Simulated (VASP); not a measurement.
# Cl (Fd-3m) in VASP: single point with PBE

Aim: the single point of Cl with PBE.

All numbers are computed with VASP 6.6.1; they aren't measurements. Logs are shortened: lines on timing, memory, paths and dates and some standing lists are left out, and cuts for length are marked.

### Step 1. The cell of the first run

Symmetry: Fd-3m, No. 227, cubic system. Conventional cell: a = 6.472 Å, b = 6.472 Å, c = 6.472 Å, α = 90.00°, β = 90.00°, γ = 90.00°. Cl (site symmetry -43m) has 4 Cl at 2.80 Å within 3.7 Å.

### Step 2. Single point, PBE

File INCAR:

```
PREC     = Accurate       # precision mode
ENCUT    = 520            # plane-wave cutoff, eV
EDIFF    = 1E-6           # SCF threshold, eV
ISMEAR   = -1             # smearing method
SIGMA    = 0.08           # smearing width, eV
LREAL    = F              # projectors in reciprocal space
LASPH    = T              # aspherical terms in the spheres
NELM     = 100            # most SCF steps
ALGO     = Normal         # electronic algorithm
ISIF     = 2              # what is computed and relaxed
LWAVE    = F              # write WAVECAR
LCHARG   = F              # write CHGCAR
GGA      = PE             # functional
NBANDS   = 14             # bands
```

File KPOINTS:

```
Automatic mesh
0
Gamma
  14 14 14
```

File POSCAR:

```
Cl
1.0
    0.0000000000      3.2358498239      3.2358498239
    3.2358498239      0.0000000000      3.2358498239
    3.2358498239      3.2358498239      0.0000000000
Cl
2
Direct
    0.0000000000      0.0000000000      0.0000000000
    0.2500000000      0.2500000000      0.2500000000
```

Potentials or basis: VASP PAW PBE potentials, release 64 (Cl).

Launch:

```
$ cat potpaw_PBE.64/Cl/POTCAR > POTCAR
$ mpirun -np 1 vasp_std > vasp.out
```

OUTCAR:

```text
PREC = Accurate
   ENCUT = 520
   EDIFF = 1E-6
   ISMEAR = -1
   LREAL = F
   LASPH = T
   NELM = 100
   ISIF = 2
   GGA = PE

 ion  position               nearest neighbor table
   1  0.000  0.000  0.000-
   2  0.250  0.250  0.250-

  LATTYP: Found a face centered cubic cell.
 ALAT       =     6.4716996478

  Lattice vectors:

 A1 = (   0.0000000000,   3.2358498239,   3.2358498239)
 A2 = (   3.2358498239,   0.0000000000,   3.2358498239)
 A3 = (   3.2358498239,   3.2358498239,   0.0000000000)

Analysis of symmetry for initial positions (statically):
=====================================================================
 Subroutine PRICEL returns:
 Original cell was already a primitive cell.

 Routine SETGRP: Setting up the symmetry group for a
 face centered cubic supercell.

 Subroutine GETGRP returns: Found 48 space group operations
 (whereof 24 operations were pure point group operations)
 out of a pool of 48 trial point group operations.

The static configuration has the point symmetry T_d .
 The point group associated with its full space group is O_h .

Analysis of symmetry for dynamics (positions and initial velocities):
=====================================================================
 Subroutine PRICEL returns:
 Original cell was already a primitive cell.

 Routine SETGRP: Setting up the symmetry group for a
 face centered cubic supercell.

 Subroutine GETGRP returns: Found 48 space group operations
 (whereof 24 operations were pure point group operations)
 out of a pool of 48 trial point group operations.

The dynamic configuration has the point symmetry T_d .
 The point group associated with its full space group is O_h .

 Subroutine INISYM returns: Found 48 space group operations
 (whereof 24 operations are pure point group operations),
 and found     1 'primitive' translations

----------------------------------------------------------------------------------------

                                     Primitive cell

  volume of cell :      67.7634

  direct lattice vectors                    reciprocal lattice vectors
     0.000000000  3.235849824  3.235849824    -0.154518914  0.154518914  0.154518914
     3.235849824  0.000000000  3.235849824     0.154518914 -0.154518914  0.154518914
     3.235849824  3.235849824  0.000000000     0.154518914  0.154518914 -0.154518914

  length of vectors
     4.576182707  4.576182707  4.576182707     0.267634609  0.267634609  0.267634609

  position of ions in fractional coordinates (direct lattice)
     0.000000000  0.000000000  0.000000000
     0.250000000  0.250000000  0.250000000

  ion indices of the primitive-cell ions
   primitive index   ion index
                 1           1
                 2           2

----------------------------------------------------------------------------------------

 KPOINTS: Automatic mesh

Automatic generation of k-mesh.
 Grid dimensions read from file:
 generate k-points for:   14   14   14

 Generating k-lattice:

  Cartesian coordinates                     Fractional coordinates (reciprocal lattice)
    -0.011037065  0.011037065  0.011037065     0.071428571  0.000000000  0.000000000
     0.011037065 -0.011037065  0.011037065     0.000000000  0.071428571  0.000000000
     0.011037065  0.011037065 -0.011037065     0.000000000  0.000000000  0.071428571

  Length of vectors
     0.019116758  0.019116758  0.019116758

  Shift w.r.t. Gamma in fractional coordinates (k-lattice)
     0.000000000  0.000000000  0.000000000

 Subroutine IBZKPT returns following result:
 ===========================================

 Found    104 irreducible k-points:

 Following reciprocal coordinates:
            Coordinates               Weight
  0.000000  0.000000  0.000000      1.000000
  0.071429  0.000000  0.000000      8.000000
  0.142857  0.000000  0.000000      8.000000
  0.214286  0.000000  0.000000      8.000000
  0.285714  0.000000  0.000000      8.000000
  0.357143  0.000000  0.000000      8.000000
[... 16 lines left out ...]
  0.214286  0.142857  0.000000     24.000000
  0.285714  0.142857  0.000000     24.000000
 [... further k-points ...]
   k-points           NKPTS =    104   k-points in BZ     NKDIM =    104   number of bands    NBANDS=     14
   number of dos      NEDOS =    301   number of ions     NIONS =      2
   total plane-waves  NPLWV =  46656
   dimension x,y,z NGX =    36 NGY =   36 NGZ =   36
   dimension x,y,z NGXF=    72 NGYF=   72 NGZF=   72
   ions per type =               2
   NGX,Y,Z   is equivalent  to a cutoff of  13.08, 13.08, 13.08 a.u.
   NGXF,Y,Z  is equivalent  to a cutoff of  26.16, 26.16, 26.16 a.u.
 SYSTEM =  unknown system
   PREC   = accura    normal or accurate (medium, high low for compatibility)
   ISTART =      0    job   : 0-new  1-cont  2-samecut
   ICHARG =      2    charge: 1-file 2-atom 10-const
   ISPIN  =      1    spin polarized calculation?
   LNONCOLLINEAR =      F non collinear calculations
   LSORBIT =      F    spin-orbit coupling
   LASPH  =      T    aspherical Exc in radial PAW
   ENCUT  =  520.0 eV  38.22 Ry    6.18 a.u.   8.51  8.51  8.51*2*pi/ulx,y,z
   NELM   =    100;   NELMIN=  2; NELMDL= -5     # of ELM steps
   EDIFF  = 0.1E-05   stopping-criterion for ELM
   LREAL  =      F    real-space projection
   EDIFFG = 0.1E-04   stopping-criterion for IOM
   NSW    =      0    number of steps for IOM
   IBRION =     -1    ionic relax: 0-MD 1-quasi-New 2-CG
   NFREE  =      0    steps in history (QN), initial steepest desc. (CG)
   ISIF   =      2    stress and relaxation
   ISYM   =      2    0-nonsym 1-usesym 2-fastsym
   POTIM  = 0.5000    time-step for ionic-motion
   TEBEG  =    0.0;   TEEND  =   0.0 temperature during run
   PSTRESS=    0.0 pullay stress
   NELECT =      14.0000    total number of electrons
   NUPDOWN=      -1.0000    fix difference up-down
   EMIN   =  10.00;   EMAX   =-10.00  energy-range for DOS
   EFERMI =   0.00;   METHOD = LEGACY
   ISMEAR =    -1;   SIGMA  =   0.08  broadening in eV -4-tet -1-fermi 0-gaus
   EFERMI_NEDOS =   21; number of points for ismear=-14 and -15
   IALGO  =     38    algorithm
   IMIX   =      4    mixing-type and parameters
     AMIX     =   0.40;   BMIX     =  1.00
     AMIX_MAG =   1.60;   BMIX_MAG =  1.00
  volume/ion in A,a.u.               =      33.88       228.64
  Fermi-wavevector in a.u.,A,eV,Ry     =   0.967800  1.828878 12.743730  0.936638
  Thomas-Fermi vector in A             =   2.097717
   LORBIT       =      0    0 simple, 1 ext, 2 COOP (PROOUT), +10 PAW based schemes
   GGA     = PE    functional components
   LHFCALC =     F    Hartree Fock is set to
   AEXX    =    0.0000 exact exchange contribution
   IVDW    =     0    specifies the selected vdW correction
   LEPSILON=     F    determine dielectric tensor
   LRPA    =     F    only Hartree local field effects (RPA)
 non-spin polarized calculation
  energy-cutoff  :      520.00
  volume of cell :       67.76
 maximum number of plane-waves:      1850
 NGX is ok and might be reduce to    36
   NGX = 17   NGY = 17   NGZ = 17

 number of electron      13.9999999 magnetization

 Free energy of the ion-electron system (eV)
  ---------------------------------------------------
  ext. energy  EPLUGINS =         0.00000000
  ---------------------------------------------------
  free energy    TOTEN  =        -2.03137508 eV

  energy without entropy =       -1.92444421  energy(sigma->0) =       -1.97790964

 E-fermi :  -1.3512     XC(G=0):  -7.0449

 val. band max:       -1.3575619649   @ k =   0.4286   0.2857   0.0714
 cond. band min:      -1.3483733497   @ k =  -0.2143   0.3571   0.1429
 fundamental gap:      0.0091886152
 Fermi energy:        -1.3512187151

 k-point     1 :       0.0000    0.0000    0.0000
  band No.  band energies     occupation
      1     -16.3933      2.00000
      2     -14.0291      2.00000
      3      -4.0098      2.00000
      4      -4.0098      2.00000
      5      -4.0098      2.00000
      6      -2.1773      1.99993
      7      -2.1773      1.99993
      8      -2.1773      1.99993
      9       5.0930      0.00000
     10       9.2638      0.00000
     11       9.2638      0.00000
     12      10.7842      0.00000
     13      10.7842      0.00000
     14      10.7842      0.00000

 k-point     2 :       0.0714    0.0000    0.0000
  band No.  band energies     occupation
      1     -16.3743      2.00000
      2     -14.0565      2.00000
      3      -4.0347      2.00000
      4      -4.0347      2.00000
      5      -4.0298      2.00000
      6      -2.1562      1.99991
      7      -2.1451      1.99990
      8      -2.1451      1.99990
      9       5.1956      0.00000
     10       9.1485      0.00000
     11       9.1485      0.00000
     12      10.6965      0.00000
     13      11.0096      0.00000
     14      11.0096      0.00000

 k-point     3 :       0.1429    0.0000    0.0000
  band No.  band energies     occupation
      1     -16.3190      2.00000
      2     -14.1356      2.00000
      3      -4.1002      2.00000
      4      -4.1002      2.00000
      5      -4.0893      2.00000
      6      -2.0882      1.99980
      7      -2.0596      1.99971
      8      -2.0596      1.99971
      9       5.4812      0.00000
     10       8.9441      0.00000
     11       8.9441      0.00000
     12      10.4934      0.00000
     13      11.5177      0.00000
     14      11.5177      0.00000
[... 324 lines left out ...]
 k-point    23 :       0.2143    0.1429    0.0000
  band No.  band energies     occupation
      1     -16.2264      2.00000
      2     -14.2636      2.00000
      3      -4.3265      2.00000
      4      -4.3114      2.00000
      5      -3.8453      2.00000
      6      -2.3664      1.99999
      7      -1.7861      1.99132
      8      -1.7784      1.99045
      9       5.9256      0.00000
     10       7.9811      0.00000
     11       9.5577      0.00000
     12      11.1181      0.00000
     13      11.4789      0.00000
     14      11.6043      0.00000

 k-point    24 :       0.2857    0.1429    0.0000
  band No.  band energies     occupation
      1     -16.1305      2.00000
      2     -14.3915      2.00000
      3      -4.4614      2.00000
      4      -4.3952      2.00000
      5      -3.8405      2.00000
      6      -2.3274      1.99999
      7      -1.6690      1.96305
      8      -1.6305      1.94083
      9       6.3123      0.00000
     10       7.8159      0.00000
     11       9.5126      0.00000
     12      10.7264      0.00000
     13      11.2177      0.00000
     14      11.6433      0.00000

 [... further k-points ...]

------------------------ aborting loop because EDIFF is reached ----------------------------------------

  FORCE on cell =-STRESS in cart. coord.  units (eV):
  Direction    XX          YY          ZZ          XY          YZ          ZX
  --------------------------------------------------------------------------------------
  -------------------------------------------------------------------------------------
  Total       -0.0201138     -0.0201138     -0.0201138     -0.0000000      0.0000000     -0.0000000
  in kB       -0.4755654     -0.4755654     -0.4755654     -0.0000000      0.0000000     -0.0000000
  external PRESSURE =      -0.4755654 kB  Pullay stress =       0.0000000 kB

 VOLUME and BASIS-vectors are now :
 -----------------------------------------------------------------------------
  energy-cutoff  :      520.00
  volume of cell :       67.76
      direct lattice vectors                 reciprocal lattice vectors
     0.000000000  3.235849824  3.235849824    -0.154518914  0.154518914  0.154518914
     3.235849824  0.000000000  3.235849824     0.154518914 -0.154518914  0.154518914
     3.235849824  3.235849824  0.000000000     0.154518914  0.154518914 -0.154518914

 POSITION                                       TOTAL-FORCE (eV/Angst)
 -----------------------------------------------------------------------------------
      0.00000      0.00000      0.00000         0.000000      0.000000      0.000000
      1.61792      1.61792      1.61792        -0.000000     -0.000000     -0.000000
 -----------------------------------------------------------------------------------
    total drift:                                0.000000      0.000000      0.000000

  FREE ENERGIE OF THE ION-ELECTRON SYSTEM (eV)
  ---------------------------------------------------
  free  energy   TOTEN  =        -2.0313750776 eV

  energy  without entropy=       -1.9244442075  energy(sigma->0) =       -1.97790964
```

Wall time 60 s (1 thread of Intel Xeon Platinum 8259CL at 2.50GHz (Skylake/Cascade Lake), shared host); peak memory 0.23 GiB.

Results:

| Item | Value |
| --- | --- |
| Free energy | -2.0314 eV |
| Pressure | 0.0 GPa |
| Band gap on the k mesh | zero (bands 7 and 8 overlap by 1.16 eV) |

Levels at points of the mesh, in eV from the Fermi level:
```csv
k point,band 5,band 6,band 7,band 8,band 9,band 10
"(0.00, 0.00, 0.00)",-2.66,-0.83,-0.83,-0.83,6.44,10.62
"(0.50, 0.00, 0.00)",-3.05,-0.30,-0.30,-0.15,8.77,9.40
"(0.50, 0.50, 0.00)",-1.77,-1.77,0.33,0.33,8.31,8.31
```
